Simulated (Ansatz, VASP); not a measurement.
# Two plane-wave programs on TaN

```xyz
2
Lattice="0.0000 2.2113 2.2113 2.2113 0.0000 2.2113 2.2113 2.2113 0.0000" Properties=species:S:1:pos:R:3 pbc="T T T"
Ta    2.2113    2.2113    2.2113
N     0.0000    0.0000    0.0000
```

Alike in both runs: task single point; functional BLYP; dispersion D3(BJ); k mesh 10 × 10 × 10; occupations fermi-dirac, width 0.05 eV; no spin polarisation.

|  | VASP | Ansatz |
| --- | --- | --- |
| version | VASP 6.6.1 | Ansatz 0.2.0 |
| potentials or method | VASP PAW PBE potentials, release 64 (Ta_sv_GW, N) | Ansatz PAW |
| plane-wave cutoff (eV) | 700 | 420 |
| valence electrons in the cell | 18 | 18 |

VASP gave:

```
gap on the k mesh at the Fermi level (eV) : none
pressure (GPa)                            : -6.0
```

Task: Which values does Ansatz return?

Result: gap on the k mesh at the Fermi level (eV): none; pressure (GPa): -6.7.

VASP's potentials were made for PBE, not for BLYP. A gap of «none» marks a metal or a gap that the smearing closes.

Neither program's run includes spin-orbit coupling.
